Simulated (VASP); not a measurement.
Wanted: the native input for a VASP 6.6.1 run.

* Task: relaxation of cell and atoms
* Functional: PBE
* Potentials or basis: VASP PAW PBE potentials, release 64 (C_h)
* Cutoff: 1300 eV
* k mesh: 18 × 18 × 6
* Occupations: gaussian, width 0.1 eV
* Spin: no spin polarisation
* Dipole correction: no
* Further INCAR settings: ALGO = Normal; EDIFF = 1e-07; IBRION = 2; EDIFFG = -0.005; NSW = 100; ISIF = 3

The structure of C lies in POSCAR:

```
C
1.0
    2.4672912616      0.0000000000      0.0000000000
   -1.2336456308      2.1367369111      0.0000000000
    0.0000000000      0.0000000000      7.8030730000
C
4
Direct
    0.0000000000      0.0000000000      0.2500000000
    0.0000000000      0.0000000000      0.7500000000
    0.3333333300      0.6666666700      0.2500000000
    0.6666666700      0.3333333300      0.7500000000
```

The input as run:

INCAR

```
PREC = Accurate
ENCUT = 1300
EDIFF = 1E-7
ISMEAR = 0
SIGMA = 0.1
LREAL = False
LASPH = True
NELM = 120
ALGO = Normal
ISIF = 3
LWAVE = False
LCHARG = False
GGA = PE
IBRION = 2
NSW = 100
EDIFFG = -0.005
GGA_COMPAT = False
NELMIN = 4
```

KPOINTS

```
Automatic mesh
0
Gamma
  18 18 6
```

Potentials or basis: VASP PAW PBE potentials, release 64 (C_h).

The run is started by

```sh
$ cat potpaw_PBE.64/C_h/POTCAR > POTCAR
$ mpirun -np 1 vasp_std > vasp.out
```

Results of the run:

```json
{"Relaxed volume": "11.08 Å³/atom", "Relaxed cell": "a = 2.466 Å, b = 2.466 Å, c = 8.412 Å, α = 90.00°, β = 90.00°, γ = 120.00°", "Space group after relaxing (to 0.1 Å)": "P6_3/mmc (No. 194)", "Energy gained by relaxing": "0.5 meV/atom", "Ionic steps": "18", "Pressure after relaxing": "0.0 GPa", "Band gap on the k mesh": "zero (filled and empty bands touch)"}
```

Caveat: this functional lacks dispersion, which binds layers or chains, so the pressure and a relaxed spacing across them are unreliable.

Run time: 32 min on 1 thread of Intel(R) Xeon(R) 6975P-C (Granite Rapids) (shared host), peak memory 0.44 GiB.
